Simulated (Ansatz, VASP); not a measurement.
**TiTe2: VASP beside Ansatz**

```xyz
3
Lattice="3.8209 0.0000 0.0000 -1.9105 3.3090 0.0000 0.0000 0.0000 6.7064" Properties=species:S:1:pos:R:3 pbc="T T T"
Ti    0.0000    0.0000    0.0000
Te    1.9105    1.1030    1.6813
Te    0.0000    2.2060    5.0252
```

Alike in both runs: functional r2SCAN; k mesh 8 × 8 × 4; no spin polarisation.

Ansatz relaxed the structure, and its values are those at the end. VASP's run is a single point on that final structure, the one shown.

|  | VASP | Ansatz |
| --- | --- | --- |
| version | VASP 6.6.1 | Ansatz 0.2.0 |
| potentials or method | VASP PAW PBE potentials, release 64 (Ti_sv, Te) | plane waves, PAW |
| plane-wave cutoff (eV) | 520 | 500 |
| occupations | methfessel-paxton of order 1, width 0.1 eV | cold |
| valence electrons in the cell | 24 | 44 |

Ansatz gave:

```
pressure (GPa)                     : 0.0
rms of the force components (eV/Å) : 0.001
```

**Question.** Which values does VASP return?

**Answer.** Pressure (GPa): 0.1; rms of the force components (eV/Å): 0.009.

VASP's potentials were made for PBE, not for r2SCAN. VASP's potentials hold 24 valence electrons a cell and Ansatz's 44, so a difference there can come from the potentials and not from the codes.

Spin-orbit coupling is off throughout.
